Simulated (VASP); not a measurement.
# CsCl in VASP: further runs, part 2 of 2

VASP 6.6.1. Earlier steps stand in the parts before.

## Step 4: Relaxation of the atoms, PBEsol (equal xy, yz and zx engineering shears of +0.5 %)

The input, INCAR:

```
SYSTEM = CsCl
ALGO = Normal
EDIFF = 1E-7
EDIFFG = -0.002
ENCUT = 450
GGA = PS
GGA_COMPAT = .FALSE.
IBRION = 2
ISIF = 2
ISMEAR = 0
LASPH = .TRUE.
LCHARG = .FALSE.
LREAL = .FALSE.
LWAVE = .FALSE.
NELM = 120
NELMIN = 4
NSW = 50
PREC = Accurate
SIGMA = 0.01
```

The input, KPOINTS:

```
k-points
0
G
  6 6 6
  0 0 0
```

The input, POSCAR:

```
CsCl
1.0
    4.0653446562      0.0101633616      0.0101633616
    0.0101633616      4.0653446562      0.0101633616
    0.0101633616      0.0101633616      4.0653446562
Cs Cl
1 1
Direct
    0.0000000000      0.0000000000      0.0000000000
    0.5000000000      0.5000000000      0.5000000000
```

Potentials or basis: VASP PAW PBE potentials, release 64 (Cs_sv, Cl).

Started as:

```
> cat potpaw_PBE.64/Cs_sv/POTCAR potpaw_PBE.64/Cl/POTCAR > POTCAR
> mpirun -np 1 vasp_std > vasp.out
```

OUTCAR:

```text
SYSTEM = CsCl
   EDIFF = 1E-7
   EDIFFG = -0.002
   ENCUT = 450
   GGA = PS
   IBRION = 2
   ISIF = 2
   ISMEAR = 0
   LASPH = .TRUE.
   LREAL = .FALSE.
   NELM = 120
   NELMIN = 4
   NSW = 50
   PREC = Accurate

 ion  position               nearest neighbor table
   1  0.000  0.000  0.000-
   2  0.500  0.500  0.500-

  LATTYP: Found a trigonal (rhomboedric) cell.
 ALAT       =     4.0653700645
 COS(alpha) =     0.0050061874

  Lattice vectors:

 A1 = (   4.0653446562,   0.0101633616,   0.0101633616)
 A2 = (   0.0101633616,   4.0653446562,   0.0101633616)
 A3 = (   0.0101633616,   0.0101633616,   4.0653446562)

Analysis of symmetry for initial positions (statically):
=====================================================================
 Subroutine PRICEL returns:
 Original cell was already a primitive cell.

 Routine SETGRP: Setting up the symmetry group for a
 trigonal (rhombohedral) supercell.

 Subroutine GETGRP returns: Found 12 space group operations
 (whereof 12 operations were pure point group operations)
 out of a pool of 12 trial point group operations.

The static configuration has the point symmetry D_3d.

Analysis of symmetry for dynamics (positions and initial velocities):
=====================================================================
 Subroutine PRICEL returns:
 Original cell was already a primitive cell.

 Routine SETGRP: Setting up the symmetry group for a
 trigonal (rhombohedral) supercell.

 Subroutine GETGRP returns: Found 12 space group operations
 (whereof 12 operations were pure point group operations)
 out of a pool of 12 trial point group operations.

The dynamic configuration has the point symmetry D_3d.

 Subroutine INISYM returns: Found 12 space group operations
 (whereof 12 operations are pure point group operations),
 and found     1 'primitive' translations

----------------------------------------------------------------------------------------

                                     Primitive cell

  volume of cell :      67.1868
[... 114 lines left out ...]
   GGA     = PS    functional components
   LHFCALC =     F    Hartree Fock is set to
   AEXX    =    0.0000 exact exchange contribution
   IVDW    =     0    specifies the selected vdW correction
   LEPSILON=     F    determine dielectric tensor
   LRPA    =     F    only Hartree local field effects (RPA)
 conjugate gradient relaxation of ions
 non-spin polarized calculation
 Gauss-broadening in eV      SIGMA  =   0.01
  energy-cutoff  :      450.00
  volume of cell :       67.19
 maximum number of plane-waves:      1472
   NGX = 15   NGY = 15   NGZ = 15

 number of electron      16.0000002 magnetization

 Free energy of the ion-electron system (eV)
  ---------------------------------------------------
  ext. energy  EPLUGINS =         0.00000000
  ---------------------------------------------------
  free energy    TOTEN  =        -6.84509279 eV

  energy without entropy =       -6.84509279  energy(sigma->0) =       -6.84509279

 E-fermi :  -0.1284     XC(G=0):  -8.6741

 val. band max:       -0.1788776716   @ k =   0.0000   0.0000   0.0000
 cond. band min:       5.0296006778   @ k =   0.0000   0.0000   0.0000
 fundamental gap:      5.2084783493
 Fermi energy:        -0.1283609000

 k-point     1 :       0.0000    0.0000    0.0000
  band No.  band energies     occupation
      1     -19.5044      2.00000
      2     -12.3992      2.00000
      3      -5.9474      2.00000
      4      -5.9474      2.00000
      5      -5.9372      2.00000
      6      -0.1867      2.00000
      7      -0.1789      2.00000
      8      -0.1789      2.00000
      9       5.0296      0.00000
     10       5.0296      0.00000
     11       5.0561      0.00000
     12       9.9457      0.00000
[... 331 lines left out ...]
 k-point    24 :      -0.3333    0.5000    0.1667
  band No.  band energies     occupation
      1     -19.3225      2.00000
      2     -12.3209      2.00000
      3      -6.7213      2.00000
      4      -6.5461      2.00000
      5      -5.9489      2.00000
      6      -0.8925      2.00000
      7      -0.8730      2.00000
      8      -0.4476      2.00000
      9       6.5851      0.00000
     10       6.6720      0.00000
     11       8.0410      0.00000
     12       8.1010      0.00000

 [... further k-points ...]
[... 5 lines left out ...]
  --------------------------------------------------------------------------------------
  -------------------------------------------------------------------------------------
  Total        0.0353469      0.0353469      0.0353469     -0.0190283     -0.0190283     -0.0190283
  in kB        0.8429044      0.8429044      0.8429044     -0.4537596     -0.4537596     -0.4537596
  external PRESSURE =       0.8429044 kB  Pullay stress =       0.0000000 kB

 VOLUME and BASIS-vectors are now :
 -----------------------------------------------------------------------------
  energy-cutoff  :      450.00
  volume of cell :       67.19
      direct lattice vectors                 reciprocal lattice vectors
     4.065344656  0.010163362  0.010163362     0.245984671 -0.000613428 -0.000613428
     0.010163362  4.065344656  0.010163362    -0.000613428  0.245984671 -0.000613428
     0.010163362  0.010163362  4.065344656    -0.000613428 -0.000613428  0.245984671

 POSITION                                       TOTAL-FORCE (eV/Angst)
 -----------------------------------------------------------------------------------
      0.00000      0.00000      0.00000         0.000000      0.000000      0.000000
      2.04284      2.04284      2.04284        -0.000000     -0.000000      0.000000
 -----------------------------------------------------------------------------------
    total drift:                                0.000000      0.000000      0.000000

  FREE ENERGIE OF THE ION-ELECTRON SYSTEM (eV)
  ---------------------------------------------------
  free  energy   TOTEN  =        -6.8450927916 eV

  energy  without entropy=       -6.8450927916  energy(sigma->0) =       -6.84509279

 reached required accuracy - stopping structural energy minimisation
```

OSZICAR:

```text
N       E                     dE             d eps       ncg     rms          rms(c)
DAV:   1     0.904047496394E+02    0.90405E+02   -0.66436E+03   768   0.104E+03
DAV:   2    -0.973731520530E+00   -0.91378E+02   -0.84949E+02  1216   0.180E+02
DAV:   3    -0.713408267342E+01   -0.61604E+01   -0.61405E+01   976   0.534E+01
DAV:   4    -0.719377099846E+01   -0.59688E-01   -0.59674E-01   904   0.651E+00
DAV:   5    -0.719462296393E+01   -0.85197E-03   -0.85188E-03   992   0.761E-01    0.215E+00
DAV:   6    -0.688587979157E+01    0.30874E+00   -0.52526E-01   880   0.430E+00    0.155E+00
DAV:   7    -0.684623985053E+01    0.39640E-01   -0.16756E-01  1072   0.237E+00    0.880E-01
DAV:   8    -0.684486798063E+01    0.13719E-02   -0.12438E-02   908   0.833E-01    0.122E-01
DAV:   9    -0.684501100293E+01   -0.14302E-03   -0.23220E-03  1044   0.325E-01    0.101E-01
DAV:  10    -0.684508135934E+01   -0.70356E-04   -0.17696E-04   936   0.112E-01    0.208E-02
DAV:  11    -0.684509334316E+01   -0.11984E-04   -0.35223E-05   988   0.407E-02    0.558E-03
DAV:  12    -0.684509287755E+01    0.46561E-06   -0.74018E-06   940   0.173E-02    0.197E-03
DAV:  13    -0.684509275232E+01    0.12524E-06   -0.35633E-07   916   0.447E-03    0.830E-04
DAV:  14    -0.684509279159E+01   -0.39274E-07   -0.17445E-07   768   0.248E-03
   1 F= -.68450928E+01 E0= -.68450928E+01  d E =-.684509E+01
```

CONTCAR:

```text
CsCl
   1.00000000000000
     4.0653446561999997    0.0101633616000000    0.0101633616000000
     0.0101633616000000    4.0653446561999997    0.0101633616000000
     0.0101633616000000    0.0101633616000000    4.0653446561999997
  Cs              Cl
     1     1
Direct
     0.0000000000000000    0.0000000000000000    0.0000000000000000
     0.5000000000000000    0.5000000000000000    0.5000000000000000

  0.00000000E+00  0.00000000E+00  0.00000000E+00
  0.00000000E+00  0.00000000E+00  0.00000000E+00
```

Run time: 20 s. Hardware: 1 thread of Intel Xeon Platinum 8259CL at 2.50GHz (Skylake/Cascade Lake), shared host; peak memory 0.16 GiB.

What came out:

```
Free energy             : -6.8451 eV
Pressure after relaxing : 0.1 GPa
Band gap on the k mesh  : 5.21 eV
```

Final structure:
```cif
data_structure
_symmetry_space_group_name_H-M 'P 1'
_symmetry_Int_Tables_number 1
_cell_length_a 4.0654
_cell_length_b 4.0654
_cell_length_c 4.0654
_cell_angle_alpha 89.713
_cell_angle_beta 89.713
_cell_angle_gamma 89.713
_cell_volume 67.19
loop_
_atom_site_label
_atom_site_type_symbol
_atom_site_fract_x
_atom_site_fract_y
_atom_site_fract_z
_atom_site_occupancy
Cs1 Cs 0.00000 0.00000 0.00000 1
Cl1 Cl 0.50000 0.50000 0.50000 1
```

Levels at points of the mesh, in eV from the valence-band top:
```csv
k point,band 4,band 5,band 6,band 7,band 8,band 9,band 10,band 11,band 12
"(0.00, 0.00, 0.00)",-5.77,-5.76,-0.01,0.00,0.00,5.21,5.21,5.23,10.12
"(0.50, 0.00, 0.00)",-5.59,-5.59,-1.31,-0.30,-0.28,6.31,7.69,8.97,9.08
"(0.50, 0.50, 0.00)",-6.65,-5.49,-0.45,-0.44,-0.09,5.83,5.91,7.93,7.94
"(0.50, 0.50, 0.50)",-6.36,-6.36,-1.25,-1.25,-1.25,8.55,8.62,8.62,10.55
```

Caveat: the cell differs from its parent crystal (equal xy, yz and zx engineering shears of +0.5 %); the relaxation stopped at its first step, so nothing moved; the PAW data sets were made with another functional, which shifts forces and pressure a little; spin-orbit coupling is left out, which moves the levels of the heavy elements. A k mesh can miss the band edges.

## Step 5: Summary

| task | cell | k mesh | cutoff (eV) | smearing | gap on the mesh (eV) | pressure (GPa) |
| --- | --- | --- | --- | --- | --- | --- |
| single point | a = 4.065 Å, 2 atoms | 10 × 10 × 10 | 500 | fermi-dirac 0.1 eV | 5.21 | 0.1 |
| relaxation of the atoms | atoms relaxed from a = 4.065 Å, angles 90.3°, 2 atoms | 6 × 6 × 6 | 450 | gaussian 0.01 eV | 5.21 | 0.1 |
| relaxation of the atoms | atoms relaxed from a = 4.065 Å, angles 89.7°, 2 atoms | 6 × 6 × 6 | 450 | gaussian 0.01 eV | 5.21 | 0.1 |

Alike in all rows: level PBEsol; potentials or basis VASP PAW PBE potentials, release 64 (Cs_sv, Cl); no spin polarisation.

Caveats: the PAW data sets were made with another functional, which shifts forces and pressure a little; spin-orbit coupling is left out, which moves the levels of the heavy elements; the relaxation stopped at its first step, so nothing moved (at least some runs).

Absolute energies hang on the potentials; compare differences alone.
